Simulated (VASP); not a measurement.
Here is a VASP 6.6.1 calculation.

File INCAR:

```
  PREC = Accurate
  ENCUT = 600
  EDIFF = 1E-6
  ISMEAR = -1
  SIGMA = 0.01
  LREAL = F
  LASPH = T
  NELM = 200
  ALGO = Normal
  ISIF = 2
  LWAVE = F
  LCHARG = T
  ISPIN = 2
  MAGMOM = 2 0
  LORBIT = 11
  LMAXMIX = 4
  GGA = PS
  LELF = T
  LVHAR = T
  NBANDS = 19
  GGA_COMPAT = F
```

File KPOINTS:

```
Automatic mesh
0
Gamma
  10 10 10
```

Contents of POSCAR:

```
NiO
1.0
    0.0000000000      2.0599444160      2.0599444160
    2.0599444160      0.0000000000      2.0599444160
    2.0599444160      2.0599444160      0.0000000000
Ni O
1 1
Direct
    0.0000000000      0.0000000000      0.0000000000
    0.5000000000      0.5000000000      0.5000000000
```

Potentials or basis: VASP PAW PBE potentials, release 64 (Ni, O).

The run is started by

```console
$ cat potpaw_PBE.64/Ni/POTCAR potpaw_PBE.64/O/POTCAR > POTCAR
$ mpirun -np 1 vasp_std > vasp.out
```

Predict the pressure.

-0.6 GPa.

Estimate the net moment.

1.28 μB per cell.

Caveat: the PAW data sets were made with another functional, which shifts forces and pressure a little; a cell with one magnetic atom can't hold antiferromagnetic order, which such compounds often take.
